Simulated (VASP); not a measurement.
A run of VASP 6.6.1 is set up as follows.

File INCAR:

```
SYSTEM = YS
PREC = Accurate ; ENCUT = 520
EDIFF = 1E-7 ; ISMEAR = 1
SIGMA = 0.2 ; LREAL = .FALSE.
LASPH = .TRUE. ; NELM = 80
ALGO = Normal ; ISIF = 2
LWAVE = .FALSE. ; LCHARG = .FALSE.
GGA = CA ; ISYM = 0
NBANDS = 16
```

The input KPOINTS:

```
Automatic mesh
0
Gamma
  6 6 6
  0.5 0.5 0.5
```

POSCAR

```
YS
1.0
    3.8801070000      0.0000000000      0.0000000000
    1.9400535000      3.3602712314      0.0000000000
    1.9400535000      1.1200904105      3.1680940991
Y S
1 1
Direct
    0.5000000000      0.5000000000      0.5000000000
    0.0000000000      0.0000000000      0.0000000000
```

Potentials or basis: VASP PAW LDA potentials, release 64 (Y_sv, S).

The run is started by

```console
$ cat potpaw_LDA.64/Y_sv/POTCAR potpaw_LDA.64/S/POTCAR > POTCAR
$ mpirun -np 1 vasp_std > vasp.out
```

Question: Estimate the pressure.

Answer: -3.9 GPa.
